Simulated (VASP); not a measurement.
# Au (Fm-3m) in VASP: notebook

The runs below take Au through single point, relaxation of cell and atoms, with LDA.

All numbers are computed with VASP 6.6.1; they aren't measurements. Logs are shortened: lines on timing, memory, paths and dates and some standing lists are left out, and cuts for length are marked.

## 1. The cell of the first run

Symmetry: Fm-3m, No. 225, cubic system. Conventional cell: a = 4.047 Å, b = 4.047 Å, c = 4.047 Å, α = 90.00°, β = 90.00°, γ = 90.00°. Within 3.8 Å of Au (site symmetry m-3m) lie 12 Au at 2.86 Å.

## 2. Single point, LDA

INCAR

```
SYSTEM = Au
ALGO     = Normal         ! electronic algorithm
EDIFF    = 1E-6           ! SCF threshold, eV
ENCUT    = 500            ! plane-wave cutoff, eV
GGA      = CA             ! functional
GGA_COMPAT= .False.      
ISIF     = 2              ! what is computed and relaxed
ISMEAR   = -1             ! smearing method
LASPH    = .True.         ! aspherical terms in the spheres
LCHARG   = .True.         ! write CHGCAR
LELF     = .True.         ! ELF
LREAL    = .False.        ! projectors in reciprocal space
LVHAR    = .True.       
LWAVE    = .False.        ! write WAVECAR
NBANDS   = 12             ! bands
NELM     = 120            ! most SCF steps
PREC     = Accurate       ! precision mode
SIGMA    = 0.1            ! smearing width, eV
```

KPOINTS

```
k-points
0
Gamma
  9 9 9
  0 0 0
```

POSCAR

```
Au
1.0
    0.0000000000      2.0233552702      2.0233552702
    2.0233552702      0.0000000000      2.0233552702
    2.0233552702      2.0233552702      0.0000000000
Au
1
Direct
    0.0000000000      0.0000000000      0.0000000000
```

Potentials or basis: VASP PAW LDA potentials, release 64 (Au).

Run with:

```bash
$ cat potpaw_LDA.64/Au/POTCAR > POTCAR
$ mpirun -np 1 vasp_std > vasp.out
```

OUTCAR:

```text
SYSTEM = Au
   EDIFF = 1E-6
   ENCUT = 500
   GGA = CA
   ISIF = 2
   ISMEAR = -1
   LASPH = .True.
   LREAL = .False.
   NELM = 120
   PREC = Accurate

 ion  position               nearest neighbor table
   1  0.000  0.000  0.000-

  LATTYP: Found a face centered cubic cell.
 ALAT       =     4.0467105404

  Lattice vectors:

 A1 = (   0.0000000000,   2.0233552702,   2.0233552702)
 A2 = (   2.0233552702,   0.0000000000,   2.0233552702)
 A3 = (   2.0233552702,   2.0233552702,   0.0000000000)

Analysis of symmetry for initial positions (statically):
=====================================================================
 Subroutine PRICEL returns:
 Original cell was already a primitive cell.

 Routine SETGRP: Setting up the symmetry group for a
 face centered cubic supercell.

 Subroutine GETGRP returns: Found 48 space group operations
 (whereof 48 operations were pure point group operations)
 out of a pool of 48 trial point group operations.

The static configuration has the point symmetry O_h .

Analysis of symmetry for dynamics (positions and initial velocities):
=====================================================================
 Subroutine PRICEL returns:
 Original cell was already a primitive cell.

 Routine SETGRP: Setting up the symmetry group for a
 face centered cubic supercell.

 Subroutine GETGRP returns: Found 48 space group operations
 (whereof 48 operations were pure point group operations)
 out of a pool of 48 trial point group operations.

The dynamic configuration has the point symmetry O_h .

 Subroutine INISYM returns: Found 48 space group operations
 (whereof 48 operations are pure point group operations),
 and found     1 'primitive' translations

----------------------------------------------------------------------------------------

                                     Primitive cell

  volume of cell :      16.5671

  direct lattice vectors                    reciprocal lattice vectors
     0.000000000  2.023355270  2.023355270    -0.247114289  0.247114289  0.247114289
     2.023355270  0.000000000  2.023355270     0.247114289 -0.247114289  0.247114289
     2.023355270  2.023355270  0.000000000     0.247114289  0.247114289 -0.247114289

  length of vectors
     2.861456465  2.861456465  2.861456465     0.428014505  0.428014505  0.428014505

  position of ions in fractional coordinates (direct lattice)
     0.000000000  0.000000000  0.000000000

  ion indices of the primitive-cell ions
   primitive index   ion index
                 1           1

----------------------------------------------------------------------------------------

 KPOINTS: k-points

Automatic generation of k-mesh.
 Grid dimensions read from file:
 generate k-points for:    9    9    9

 Generating k-lattice:

  Cartesian coordinates                     Fractional coordinates (reciprocal lattice)
    -0.027457143  0.027457143  0.027457143     0.111111111  0.000000000  0.000000000
     0.027457143 -0.027457143  0.027457143     0.000000000  0.111111111  0.000000000
     0.027457143  0.027457143 -0.027457143     0.000000000  0.000000000  0.111111111

  Length of vectors
     0.047557167  0.047557167  0.047557167

  Shift w.r.t. Gamma in fractional coordinates (k-lattice)
     0.000000000  0.000000000  0.000000000

 Subroutine IBZKPT returns following result:
 ===========================================

 Found     35 irreducible k-points:

 Following reciprocal coordinates:
            Coordinates               Weight
  0.000000  0.000000  0.000000      1.000000
  0.111111  0.000000  0.000000      8.000000
  0.222222  0.000000  0.000000      8.000000
  0.333333  0.000000  0.000000      8.000000
  0.444444  0.000000  0.000000      8.000000
  0.111111  0.111111  0.000000      6.000000
[... 16 lines left out ...]
 -0.333333  0.333333  0.000000     12.000000
  0.444444  0.444444  0.000000      6.000000
 [... further k-points ...]
   k-points           NKPTS =     35   k-points in BZ     NKDIM =     35   number of bands    NBANDS=     12
   number of dos      NEDOS =    301   number of ions     NIONS =      1
   total plane-waves  NPLWV =  13824
   dimension x,y,z NGX =    24 NGY =   24 NGZ =   24
   dimension x,y,z NGXF=    48 NGYF=   48 NGZF=   48
   ions per type =               1
   NGX,Y,Z   is equivalent  to a cutoff of  13.94, 13.94, 13.94 a.u.
   NGXF,Y,Z  is equivalent  to a cutoff of  27.89, 27.89, 27.89 a.u.
 SYSTEM =  Au
   PREC   = accura    normal or accurate (medium, high low for compatibility)
   ISTART =      0    job   : 0-new  1-cont  2-samecut
   ICHARG =      2    charge: 1-file 2-atom 10-const
   ISPIN  =      1    spin polarized calculation?
   LNONCOLLINEAR =      F non collinear calculations
   LSORBIT =      F    spin-orbit coupling
   LASPH  =      T    aspherical Exc in radial PAW
   ENCUT  =  500.0 eV  36.75 Ry    6.06 a.u.   5.22  5.22  5.22*2*pi/ulx,y,z
   NELM   =    120;   NELMIN=  2; NELMDL= -5     # of ELM steps
   EDIFF  = 0.1E-05   stopping-criterion for ELM
   LREAL  =      F    real-space projection
[... 7 lines left out ...]
   TEBEG  =    0.0;   TEEND  =   0.0 temperature during run
   PSTRESS=    0.0 pullay stress
   NELECT =      11.0000    total number of electrons
   NUPDOWN=      -1.0000    fix difference up-down
   EMIN   =  10.00;   EMAX   =-10.00  energy-range for DOS
   EFERMI =   0.00;   METHOD = LEGACY
   ISMEAR =    -1;   SIGMA  =   0.10  broadening in eV -4-tet -1-fermi 0-gaus
   EFERMI_NEDOS =   21; number of points for ismear=-14 and -15
   IALGO  =     38    algorithm
   IMIX   =      4    mixing-type and parameters
     AMIX     =   0.40;   BMIX     =  1.00
     AMIX_MAG =   1.60;   BMIX_MAG =  1.00
  volume/ion in A,a.u.               =      16.57       111.80
  Fermi-wavevector in a.u.,A,eV,Ry     =   1.428204  2.698914 27.752711  2.039767
  Thomas-Fermi vector in A             =   2.548291
   LORBIT       =      0    0 simple, 1 ext, 2 COOP (PROOUT), +10 PAW based schemes
   GGA     = CA    functional components
   LHFCALC =     F    Hartree Fock is set to
   AEXX    =    0.0000 exact exchange contribution
   IVDW    =     0    specifies the selected vdW correction
   LEPSILON=     F    determine dielectric tensor
   LRPA    =     F    only Hartree local field effects (RPA)
 non-spin polarized calculation
  energy-cutoff  :      500.00
  volume of cell :       16.57
 maximum number of plane-waves:       432
 NGX is ok and might be reduce to    24
   NGX = 11   NGY = 11   NGZ = 11

 number of electron      10.9999999 magnetization

 Free energy of the ion-electron system (eV)
  ---------------------------------------------------
  ext. energy  EPLUGINS =         0.00000000
  ---------------------------------------------------
  free energy    TOTEN  =        -4.47117149 eV

  energy without entropy =       -4.46810706  energy(sigma->0) =       -4.46963928

 E-fermi :   9.7012     XC(G=0): -13.1463

 val. band max:        9.3619515879   @ k =   0.4444   0.3333   0.0000
 cond. band min:       9.7323757039   @ k =   0.4444   0.4444   0.0000
 fundamental gap:      0.3704241160
 Fermi energy:         9.7012121865

 k-point     1 :       0.0000    0.0000    0.0000
  band No.  band energies     occupation
      1      -0.4460      2.00000
      2       4.9086      2.00000
      3       4.9086      2.00000
      4       4.9086      2.00000
      5       6.5241      2.00000
      6       6.5241      2.00000
      7      24.2161      0.00000
      8      28.3299      0.00000
      9      28.3299      0.00000
     10      28.3299      0.00000
     11      33.4507      0.00000
     12      38.3539      0.00000

 k-point     2 :       0.1111    0.0000    0.0000
  band No.  band energies     occupation
      1      -0.0115      2.00000
      2       4.7736      2.00000
      3       5.0510      2.00000
      4       5.0510      2.00000
      5       6.4672      2.00000
      6       6.4672      2.00000
      7      24.6913      0.00000
      8      26.1653      0.00000
      9      28.8665      0.00000
     10      28.8665      0.00000
     11      33.8913      0.00000
     12      36.2460      0.00000

 k-point     3 :       0.2222    0.0000    0.0000
  band No.  band energies     occupation
      1       1.0990      2.00000
      2       4.6693      2.00000
      3       5.2171      2.00000
      4       5.2171      2.00000
      5       6.5793      2.00000
      6       6.5793      2.00000
      7      22.1626      0.00000
      8      25.4744      0.00000
      9      29.9490      0.00000
     10      29.9490      0.00000
     11      31.6334      0.00000
     12      33.3229      0.00000

 k-point     4 :       0.3333    0.0000    0.0000
  band No.  band energies     occupation
      1       2.0027      2.00000
      2       5.0710      2.00000
      3       5.0710      2.00000
      4       5.6334      2.00000
      5       7.1642      2.00000
      6       7.1642      2.00000
      7      17.7946      0.00000
      8      24.6042      0.00000
      9      28.8161      0.00000
     10      28.8161      0.00000
     11      33.1621      0.00000
     12      33.5006      0.00000

 k-point     5 :       0.4444    0.0000    0.0000
  band No.  band energies     occupation
      1       2.1546      2.00000
      2       4.8975      2.00000
      3       4.8975      2.00000
      4       7.7102      2.00000
      5       7.7102      2.00000
      6       7.9619      2.00000
      7      13.8430      0.00000
      8      23.7854      0.00000
      9      27.2267      0.00000
     10      27.2267      0.00000
     11      34.9030      0.00000
     12      34.9030      0.00000
[... 228 lines left out ...]
      1       2.7601      2.00000
      2       3.1335      2.00000
      3       6.4651      2.00000
      4       7.0574      2.00000
      5       7.8810      2.00000
      6       9.3620      1.93495
      7      18.2217      0.00000
      8      20.6844      0.00000
      9      21.4499      0.00000
     10      27.6403      0.00000
     11      30.0895      0.00000
     12      37.0980      0.00000

 k-point    22 :      -0.4444    0.3333    0.0000
  band No.  band energies     occupation
      1       2.9749      2.00000
      2       3.5739      2.00000
      3       5.8931      2.00000
      4       6.7865      2.00000
      5       7.8309      2.00000
      6      12.5932      0.00000
      7      14.7902      0.00000
      8      18.6759      0.00000
      9      22.1551      0.00000
     10      27.6361      0.00000
     11      33.0988      0.00000
     12      36.1351      0.00000

 k-point    23 :      -0.3333    0.3333    0.0000
  band No.  band energies     occupation
      1       3.3566      2.00000
      2       4.2050      2.00000
      3       5.1065      2.00000
      4       6.3956      2.00000
      5       7.3135      2.00000
      6      12.2249      0.00000
      7      16.3185      0.00000
      8      17.0765      0.00000
      9      24.2300      0.00000
     10      26.9495      0.00000
     11      35.1357      0.00000
     12      35.6186      0.00000

 k-point    24 :       0.4444    0.4444    0.0000
  band No.  band energies     occupation
      1       2.4621      2.00000
      2       2.7958      2.00000
      3       7.7120      2.00000
      4       7.9823      2.00000
      5       7.9823      2.00000
      6       9.7324      0.84543
      7      16.9189      0.00000
      8      20.0850      0.00000
      9      20.0850      0.00000
     10      27.2062      0.00000
     11      29.8759      0.00000
     12      37.4868      0.00000

 [... further k-points ...]
[... 5 lines left out ...]
  --------------------------------------------------------------------------------------
  -------------------------------------------------------------------------------------
  Total        0.0552079      0.0552079      0.0552079     -0.0000000      0.0000000      0.0000000
  in kB        5.3390636      5.3390636      5.3390636     -0.0000000      0.0000000      0.0000000
  external PRESSURE =       5.3390636 kB  Pullay stress =       0.0000000 kB

 VOLUME and BASIS-vectors are now :
 -----------------------------------------------------------------------------
  energy-cutoff  :      500.00
  volume of cell :       16.57
      direct lattice vectors                 reciprocal lattice vectors
     0.000000000  2.023355270  2.023355270    -0.247114289  0.247114289  0.247114289
     2.023355270  0.000000000  2.023355270     0.247114289 -0.247114289  0.247114289
     2.023355270  2.023355270  0.000000000     0.247114289  0.247114289 -0.247114289

 POSITION                                       TOTAL-FORCE (eV/Angst)
 -----------------------------------------------------------------------------------
      0.00000      0.00000      0.00000        -0.000000     -0.000000     -0.000000
 -----------------------------------------------------------------------------------
    total drift:                               -0.000000      0.000000     -0.000000

  FREE ENERGIE OF THE ION-ELECTRON SYSTEM (eV)
  ---------------------------------------------------
  free  energy   TOTEN  =        -4.4711714895 eV

  energy  without entropy=       -4.4681070646  energy(sigma->0) =       -4.46963928
```

Wall time 5.4 s (1 thread of Intel Xeon Platinum 8259CL at 2.50GHz (Skylake/Cascade Lake), shared host); peak memory 0.13 GiB.

What came out:

```yaml
Free_energy: -4.4712 eV
Pressure: 0.5 GPa
```

Caveat: spin-orbit coupling is left out, which moves the levels of the heavy elements.

## 3. Relaxation of cell and atoms, LDA

This run uses another cell than the first one, of 16.85 Å³/atom, 1.017 times its volume.

INCAR

```
SYSTEM = Au
ALGO     = Normal         ! electronic algorithm
EDIFF    = 1E-7           ! SCF threshold, eV
EDIFFG   = -0.01          ! ionic threshold
ENCUT    = 500            ! plane-wave cutoff, eV
GGA_COMPAT= .False.      
IBRION   = 2              ! ionic algorithm
ISIF     = 3              ! what is computed and relaxed
ISMEAR   = -1             ! smearing method
LASPH    = .True.         ! aspherical terms in the spheres
LCHARG   = .False.        ! write CHGCAR
LREAL    = .False.        ! projectors in reciprocal space
LWAVE    = .False.        ! write WAVECAR
NELM     = 120            ! most SCF steps
NELMIN   = 4            
NSW      = 60             ! ionic steps
PREC     = Accurate       ! precision mode
SIGMA    = 0.1            ! smearing width, eV
```

KPOINTS is that of step 2.

POSCAR

```
Au
1.0
    0.0000000000      2.0350000000      2.0350000000
    2.0350000000      0.0000000000      2.0350000000
    2.0350000000      2.0350000000      0.0000000000
Au
1
Direct
    0.0000000000      0.0000000000      0.0000000000
```

Potentials or basis: VASP PAW LDA potentials, release 64 (Au).

Run with:

```bash
$ cat potpaw_LDA.64/Au/POTCAR > POTCAR
$ mpirun -np 1 vasp_std > vasp.out
```

OUTCAR:

```text
SYSTEM = Au
   EDIFF = 1E-7
   EDIFFG = -0.01
   ENCUT = 500
   IBRION = 2
   ISIF = 3
   ISMEAR = -1
   LASPH = .True.
   LREAL = .False.
   NELM = 120
   NELMIN = 4
   NSW = 60
   PREC = Accurate

 ion  position               nearest neighbor table
   1  0.000  0.000  0.000-

  LATTYP: Found a face centered cubic cell.
 ALAT       =     4.0700000000

  Lattice vectors:

 A1 = (   0.0000000000,   2.0350000000,   2.0350000000)
 A2 = (   2.0350000000,   0.0000000000,   2.0350000000)
 A3 = (   2.0350000000,   2.0350000000,   0.0000000000)

Analysis of symmetry for initial positions (statically):
=====================================================================
 Subroutine PRICEL returns:
 Original cell was already a primitive cell.

 Routine SETGRP: Setting up the symmetry group for a
 face centered cubic supercell.

[... 210 lines left out ...]
  band No.  band energies     occupation
      1      -0.2828      2.00000
      2       5.1989      2.00000
      3       5.1989      2.00000
      4       5.1989      2.00000
      5       6.8841      2.00000
      6       6.8841      2.00000
      7      24.6003      0.00000
      8      28.8554      0.00000
      9      28.8554      0.00000
[... 310 lines left out ...]
--------------------------------------- Ionic step        3  -------------------------------------------

 number of electron      10.9999999 magnetization

 Free energy of the ion-electron system (eV)
  ---------------------------------------------------
  ext. energy  EPLUGINS =         0.00000000
  ---------------------------------------------------
  free energy    TOTEN  =        -4.47148781 eV

  energy without entropy =       -4.46846060  energy(sigma->0) =       -4.46997420

 E-fermi :   9.6568     XC(G=0): -13.1302

 val. band max:        9.3145684930   @ k =   0.4444   0.3333   0.0000
 cond. band min:       9.6910838212   @ k =   0.4444   0.4444   0.0000
 fundamental gap:      0.3765153282
 Fermi energy:         9.6567838651

 k-point     1 :       0.0000    0.0000    0.0000
  band No.  band energies     occupation
      1      -0.4643      2.00000
      2       4.8759      2.00000
      3       4.8759      2.00000
      4       4.8759      2.00000
      5       6.4836      2.00000
      6       6.4836      2.00000
      7      24.1725      0.00000
      8      28.2701      0.00000
      9      28.2701      0.00000
[... 304 lines left out ...]
  FREE ENERGIE OF THE ION-ELECTRON SYSTEM (eV)
  ---------------------------------------------------
  free  energy   TOTEN  =        -4.4714878065 eV

  energy  without entropy=       -4.4684606014  energy(sigma->0) =       -4.46997420

 reached required accuracy - stopping structural energy minimisation
```

OSZICAR:

```text
N       E                     dE             d eps       ncg     rms          rms(c)
DAV:   1     0.413466080696E+02    0.41347E+02   -0.56486E+03   670   0.106E+03
DAV:   2    -0.444171877912E+01   -0.45788E+02   -0.42783E+02   681   0.200E+02
DAV:   3    -0.479605706553E+01   -0.35434E+00   -0.35404E+00   760   0.188E+01
[... 22 lines left out ...]
DAV:   3    -0.447154275881E+01    0.40232E-02   -0.18112E-02   650   0.126E+00    0.593E-01
DAV:   4    -0.447148007726E+01    0.62682E-04   -0.54413E-04   663   0.202E-01    0.451E-02
DAV:   5    -0.447148658775E+01   -0.65105E-05   -0.23389E-05   742   0.393E-02    0.278E-03
DAV:   6    -0.447148780747E+01   -0.12197E-05   -0.47980E-07   672   0.633E-03    0.606E-04
DAV:   7    -0.447148780655E+01    0.92029E-09   -0.61804E-09   327   0.697E-04
   3 F= -.44714878E+01 E0= -.44699742E+01  d E =-.209232E-02
```

CONTCAR:

```text
Au
   1.00000000000000
     0.0000000000000000    2.0252262983514071    2.0252262983514071
     2.0252262983514071   -0.0000000000000000    2.0252262983514071
     2.0252262983514071    2.0252262983514071   -0.0000000000000000
  Au
     1
Direct
     0.0000000000000000    0.0000000000000000    0.0000000000000000

  0.00000000E+00  0.00000000E+00  0.00000000E+00
```

Wall time 11 s (1 thread of Intel Xeon Platinum 8259CL at 2.50GHz (Skylake/Cascade Lake), shared host); peak memory 0.14 GiB.

What came out:

```yaml
Free_energy: -4.4715 eV
Relaxed_volume: 16.61 Å³/atom
Relaxed_cell: a = 2.864 Å, b = 2.864 Å, c = 2.864 Å, α = 60.00°, β = 60.00°, γ = 60.00°
Space_group_after_relaxing_to_0.05_Å: Fm-3m (No. 225)
Energy_gained_by_relaxing: 2.1 meV/atom
Ionic_steps: 3
Pressure_after_relaxing: 0.0 GPa
```

The path:
```csv
step,energy change (eV),largest force (eV/Å),pressure (GPa),volume (Å³)
1,0.0000,0.0000,-2.71,16.85
2,0.0054,0.0000,5.62,16.17
3,-0.0021,0.0000,-0.03,16.61
```

Final structure:
```xyz
1
Lattice="0.0000 2.0252 2.0252 2.0252 0.0000 2.0252 2.0252 2.0252 0.0000" Properties=species:S:1:pos:R:3 pbc="T T T"
Au    0.0000    0.0000    0.0000
```

Caveat: spin-orbit coupling is left out, which moves the levels of the heavy elements.
